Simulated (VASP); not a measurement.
LuGaP2:

```
Ga Lu P
1.0
     1.89553    1.09439    6.13563
    -1.89553    1.09439    6.13563
     0.00000   -2.18877    6.13563
Ga Lu P
1 1 2
Direct
  0.00000 0.00000 0.00000
  0.50000 0.50000 0.50000
  0.25737 0.25737 0.25737
  0.74263 0.74263 0.74263
```

Base run:

- Program: VASP 6.6.1
- Functional: r2SCAN
- Potentials or basis: VASP PAW PBE potentials, release 64 (Ga_d, Lu, P)
- Cutoff: 520 eV
- k mesh: 8 × 8 × 8
- Occupations: fermi-dirac, width 0.02 eV
- Spin: no spin polarisation

Its results: band gap on the k mesh zero (bands 24 and 25 overlap by 0.84 eV); pressure 0.2 GPa; largest force 0.038 eV/Å.

Problem. The run is repeated on the same cell with these changes: functional from r2SCAN to PBE; further incar settings from ALGO = Normal; EDIFF = 1e-07; NBANDS = 32 to ALGO = Normal; EDIFF = 1e-06; NBANDS = 32. What comes out?

Solution. Band gap on the k mesh zero (bands 24 and 25 overlap by 1.11 eV); pressure 1.7 GPa; largest force 0.056 eV/Å.

Caveats: spin-orbit coupling is left out, which moves the levels of the heavy elements; the PAW data sets were made with another functional, which shifts forces and pressure a little (at least some runs).
